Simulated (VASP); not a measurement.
Write the native input for VASP 6.6.1 that does the following.

| Item | Value |
| --- | --- |
| Task | single point |
| Functional | PBEsol |
| Potentials or basis | VASP PAW PBE potentials, release 64 (Ni, Mo_sv, Pd, Ir, W_sv) |
| Cutoff | 520 eV |
| k mesh | 8 × 8 × 5 |
| Occupations | fermi-dirac, width 0.05 eV |
| Spin | collinear spin, ferromagnetic start |
| Starting moments | [1.0, 1.0, 0.0, 0.6, 0.0] μB |
| Dipole correction | no |
| Further INCAR settings | ALGO = Fast; EDIFF = 1e-06; NBANDS = 40 |

The structure of NiMoIrPdW lies in POSCAR:

```
NiMoIrPdW
1.0
    4.1170500000      0.0000000000      0.0000000000
   -2.0585300000      3.5654700000      0.0000000000
    0.0000000000      0.0000000000      5.4458000000
Ni Mo Pd Ir W
1 1 1 1 1
Direct
    0.0000000000      0.0000000000      0.9577500000
    0.6666700000      0.3333300000      0.9616100000
    0.6666700000      0.3333300000      0.4629500000
    0.3333300000      0.6666700000      0.7257200000
    0.3333300000      0.6666700000      0.2364200000
```

The input as run:

INCAR

```
SYSTEM = NiMoIrPdW
  ALGO = Fast
  EDIFF = 1E-6
  ENCUT = 520
  GGA = PS
  ISIF = 2
  ISMEAR = -1
  ISPIN = 2
  LASPH = .TRUE.
  LCHARG = .FALSE.
  LMAXMIX = 4
  LORBIT = 11
  LREAL = .FALSE.
  LWAVE = .FALSE.
  MAGMOM = 1 1 0 0.6 0
  NBANDS = 40
  NELM = 150
  PREC = Accurate
  SIGMA = 0.05
```

KPOINTS

```
k-points
0
G
  8 8 5
  0 0 0
```

Potentials or basis: VASP PAW PBE potentials, release 64 (Ni, Mo_sv, Pd, Ir, W_sv).

The run is started by

```sh
$ cat potpaw_PBE.64/Ni/POTCAR potpaw_PBE.64/Mo_sv/POTCAR potpaw_PBE.64/Pd/POTCAR potpaw_PBE.64/Ir/POTCAR potpaw_PBE.64/W_sv/POTCAR > POTCAR
$ mpirun -np 1 vasp_std > vasp.out
```

It gave:

| Item | Value |
| --- | --- |
| Pressure | -7.7 GPa |
| Largest force | 0.112 eV/Å |
| Net moment | 0.00 μB per cell |
| Valence electrons inside the program's atomic spheres | Ni 9.46; Mo 12.56; Pd 9.57; Ir 8.30; W 11.87 |

Caveat: the cell stands under tension; the moments typed at the start vanished in this run; the PAW data sets were made with another functional, which shifts forces and pressure a little.

It took 17 min on 1 thread of Oxide Virtual Turin-like Processor, with other jobs on the host, peak memory 0.59 GiB.
